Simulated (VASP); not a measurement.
**Zr2F: single point with PBE**

The system is Zr2F.

```
Zr F
1.0
     1.44237    0.83275    5.58463
    -1.44237    0.83275    5.58463
     0.00000   -1.66550    5.58463
Zr F
2 1
Direct
  0.74840 0.74840 0.74840
  0.58490 0.58490 0.58490
  0.00000 0.00000 0.00000
```

* Program: VASP 6.6.1
* Task: single point
* Functional: PBE
* Potentials or basis: VASP PAW PBE potentials, release 64 (Zr_sv, F)
* Cutoff: 520 eV
* k mesh: 6 × 6 × 6
* Occupations: gaussian, width 0.1 eV
* Spin: no spin polarisation
* Dipole correction: no
* Further INCAR settings: ALGO = Normal; EDIFF = 1e-07; NBANDS = 22

* Pressure: 59.1 GPa
* Largest force: 6.362 eV/Å

Forces on the atoms (eV/Å):
```
Zr   0.000  0.000  6.346
Zr   0.000  0.000 -6.362
F    0.000  0.000  0.017
```

Stress tensor (GPa, compression positive):
```
61.54  0.00  0.00
 0.00 61.54  0.00
 0.00  0.00 54.35
```

Levels at points of the mesh, in eV from the Fermi level:
| k point | band 11 | band 12 | band 13 | band 14 | band 15 | band 16 | band 17 | band 18 | band 19 | band 20 |
| --- | --- | --- | --- | --- | --- | --- | --- | --- | --- | --- |
| (0.00, 0.00, 0.00) | -11.04 | -11.04 | -3.89 | -2.50 | -1.46 | 0.92 | 0.92 | 1.43 | 1.43 | 3.17 |
| (0.50, 0.00, 0.00) | -11.53 | -11.17 | -2.90 | -2.26 | -1.19 | -0.39 | 3.09 | 3.16 | 4.36 | 4.66 |
| (0.50, 0.50, 0.00) | -11.55 | -11.19 | -3.27 | -2.26 | -0.72 | 0.11 | 2.93 | 3.22 | 3.66 | 4.84 |
| (0.50, 0.50, 0.50) | -11.04 | -11.04 | -3.41 | -2.72 | 0.27 | 0.83 | 1.00 | 1.00 | 1.31 | 1.31 |

Wall time 2.2 min on 1 thread of Oxide Virtual Turin-like Processor (shared host), peak memory 0.26 GiB.

Caveat: the k points lie up to 0.42 Å⁻¹ apart; an odd number of electrons without spin polarisation forces a metal; a magnetic or distorted state may lie lower.
